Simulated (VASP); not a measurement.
Set up this calculation in VASP 6.6.1, as the native input.

```yaml
Task: single point
Functional: PBE
Potentials_or_basis: VASP PAW PBE potentials, release 64 (Mn_sv, O)
Cutoff: 600 eV
k_mesh: 5 × 5 × 3
Occupations: gaussian, width 0.05 eV
Spin: non-collinear spin, typed start, spin-orbit coupling
Starting_moments: "[[0.0, 0.0, 3.0], [0.0, 0.0, 0.0], [0.0, 0.0, 0.0]] μB"
Hubbard_terms: Mn d U = 3.9 eV
Dipole_correction: no
Further_INCAR_settings: ALGO = Normal; EDIFF = 1e-06; NBANDS = 40
```

The structure of MnO2 lies in POSCAR:

```
MnO2
1.0
    2.9203003366      0.0000000000      0.0000000000
   -1.4601501683      2.5290542782      0.0000000000
    0.0000000000      0.0000000000      5.5070216066
Mn O
1 2
Direct
    0.0000000000      0.0000000000      0.0000000000
    0.3333333333      0.6666666667      0.1728657965
    0.6666666667      0.3333333333      0.8271342035
```

The input as run:

INCAR

```
  PREC = Accurate
  ENCUT = 600
  EDIFF = 1E-6
  ISMEAR = 0
  SIGMA = 0.05
  LREAL = False
  LASPH = True
  NELM = 200
  ALGO = Normal
  ISIF = 2
  LWAVE = False
  LCHARG = True
  MAGMOM = 0 0 3 0 0 0 0 0 0
  LORBIT = 11
  LSORBIT = True
  GGA_COMPAT = False
  LORBMOM = True
  LMAXMIX = 4
  LDAU = True
  LDAUTYPE = 2
  LDAUL = 2 -1
  LDAUU = 3.9 0
  LDAUJ = 0 0
  LDAUPRINT = 1
  GGA = PE
  LVHAR = True
  NBANDS = 40
```

KPOINTS

```
Automatic mesh
0
Gamma
  5 5 3
```

Potentials or basis: VASP PAW PBE potentials, release 64 (Mn_sv, O).

The run is started by

```sh
$ cat potpaw_PBE.64/Mn_sv/POTCAR potpaw_PBE.64/O/POTCAR > POTCAR
$ mpirun -np 1 vasp_ncl > vasp.out
```

It gave:

| Item | Value |
| --- | --- |
| Pressure | -2.3 GPa |
| Largest force | 0.079 eV/Å |
| Net moment | 3.00 μB per cell |
| Valence electrons inside the program's atomic spheres | Mn 12.69; O 4.99 |

Caveat: the k points lie up to 0.50 Å⁻¹ apart; a cell with one magnetic atom can't hold antiferromagnetic order, which such compounds often take.

Wall time 96 s on 1 thread of Intel(R) Xeon(R) 6975P-C (Granite Rapids), on a shared host, peak memory 0.3 GiB.
